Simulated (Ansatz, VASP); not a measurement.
**B: VASP beside Ansatz**

The input INCAR:

```
SYSTEM = B
PREC     = Accurate       ! precision mode
ENCUT    = 520            ! plane-wave cutoff, eV
EDIFF    = 1E-6           ! SCF threshold, eV
ISMEAR   = 0              ! smearing method
SIGMA    = 0.1            ! smearing width, eV
LREAL    = .FALSE.        ! projectors in reciprocal space
LASPH    = .TRUE.         ! aspherical terms in the spheres
NELM     = 100            ! most SCF steps
ALGO     = Normal         ! electronic algorithm
ISIF     = 2              ! what is computed and relaxed
LWAVE    = .FALSE.        ! write WAVECAR
LCHARG   = .FALSE.        ! write CHGCAR
GGA      = PE             ! functional
NBANDS   = 14             ! bands
```

The input KPOINTS:

```
regular mesh
0
G
  8 8 8
  0 0 0
```

File POSCAR:

```
B
1.0
   -1.3562673700      2.6311771000      2.2362302400
    1.3562673700     -2.6311771000      2.2362302400
    1.3562673700      2.6311771000     -2.2362302400
B
4
Direct
    0.0116296500      0.2630089100      0.7486207400
    0.5143881600      0.2630089100      0.2513792600
    0.2589471500      0.6057077100      0.6532394400
    0.9524682700      0.6057077100      0.3467605600
```

Input for Ansatz:

```yaml
crystal:
  lattice:
    - [-1.35626737, 2.6311771, 2.23623024]
    - [1.35626737, -2.6311771, 2.23623024]
    - [1.35626737, 2.6311771, -2.23623024]
  atoms:
    - { symbol: B, position: [0.01162965, 0.26300891, 0.74862074] }
    - { symbol: B, position: [0.51438816, 0.26300891, 0.25137926] }
    - { symbol: B, position: [0.25894715, 0.60570771, 0.65323944] }
    - { symbol: B, position: [0.95246827, 0.60570771, 0.34676056] }
basis:
  ecutwfc: 420
kpoints:
  mp_grid: { grid: [8, 8, 8] }
hamiltonian:
  xc: pbe
scf:
  occupations: { method: gaussian, width: 0.1 }
  lower_state_search: "off"
output:
  forces: true
  stress: true
  eigenvalues: true
```

Alike in both runs: task single point; functional PBE; k mesh 8 × 8 × 8; occupations gaussian, width 0.1 eV; no spin polarisation.

|  | VASP | Ansatz |
| --- | --- | --- |
| version | VASP 6.6.1 | Ansatz 0.2.0 |
| potentials or method | VASP PAW PBE potentials, release 64 (B), cutoff 520 eV | scalar-relativistic, plane waves, PAW |
| valence electrons in the cell | 12 | 12 |

|  | VASP | Ansatz | Ansatz less VASP |
| --- | --- | --- | --- |
| gap on the k mesh at the Fermi level (eV) | none | none | - |
| rms of the force components (eV/Å) | 0.123 | 0.123 | +0.0002 |

Atom by atom the forces differ by 0.002 eV/Å (rms over components). A gap of «none» marks a metal or a gap that the smearing closes. The functional is the same, so the differences come from potentials, cutoffs and numerics.
